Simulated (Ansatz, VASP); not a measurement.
## B2F: VASP beside Ansatz

INCAR

```
SYSTEM = B2F
ALGO = Normal
EDIFF = 1E-6
EDIFFG = -0.04
ENCUT = 600
GGA = PE
IBRION = 2
ISIF = 3
ISMEAR = 0
LASPH = .True.
LCHARG = .False.
LREAL = .False.
LWAVE = .False.
NELM = 60
NSW = 90
PREC = Accurate
SIGMA = 0.1
```

KPOINTS

```
k-points
0
Gamma
  6 6 4
  0 0 0
```

The input POSCAR:

```
B2F
1.0
    2.5690699700      0.0000000000      0.0000000000
   -1.2845349900      2.2248798600      0.0000000000
    0.0000000000      0.0000000000      4.9085107400
B F
2 1
Direct
    0.0000000000      0.0000000000      0.7440564900
    0.0000000000      0.0000000000      0.2559435100
    0.0000000000      0.0000000000      0.0000000000
```

Input for Ansatz:

```yaml
crystal:
  lattice:
    - [2.56906997, 0.0, 0.0]
    - [-1.28453499, 2.22487986, 0.0]
    - [0.0, 0.0, 4.90851074]
  atoms:
    - { symbol: B, position: [0.0, 0.0, 0.74405649] }
    - { symbol: B, position: [0.0, 0.0, 0.25594351] }
    - { symbol: F, position: [0.0, 0.0, 0.0] }
basis:
  ecutwfc: 420
kpoints:
  mp_grid: { grid: [6, 6, 4] }
hamiltonian:
  xc: pbe
scf:
  occupations: { method: gaussian, width: 0.1 }
  lower_state_search: "off"
output:
  forces: true
  stress: true
  eigenvalues: true
relax:
  adjacent_minimum: "off"
  f_tol: 0.04
  max_steps: 70
  cell: { stress_tol: 0.4 }
```

Alike in both runs: task relaxation of cell and atoms; functional PBE; k mesh 6 × 6 × 4; occupations gaussian, width 0.1 eV; no spin polarisation.

|  | VASP | Ansatz |
| --- | --- | --- |
| version | VASP 6.6.1 | Ansatz 0.2.0 |
| potentials or method | VASP PAW PBE potentials, release 64 (B, F), cutoff 600 eV | scalar-relativistic, plane waves, PAW |
| valence electrons in the cell | 13 | 13 |

```csv
,VASP,Ansatz,Ansatz less VASP
"gap on the k mesh at the Fermi level, each at its own relaxed structure (eV)",none,none,-
relaxed volume (Å³/atom),7.13,7.15,+0.017
relaxed cell length with the largest relative difference (Å),2.207,2.210,+0.0026
```

A gap of «none» marks a metal or a gap that the smearing closes.

The k mesh is coarse, so the values compare programs but aren't converged. Noted on VASP's run: the volume moved by over 15 % at a fixed basis, so the end points are rough.
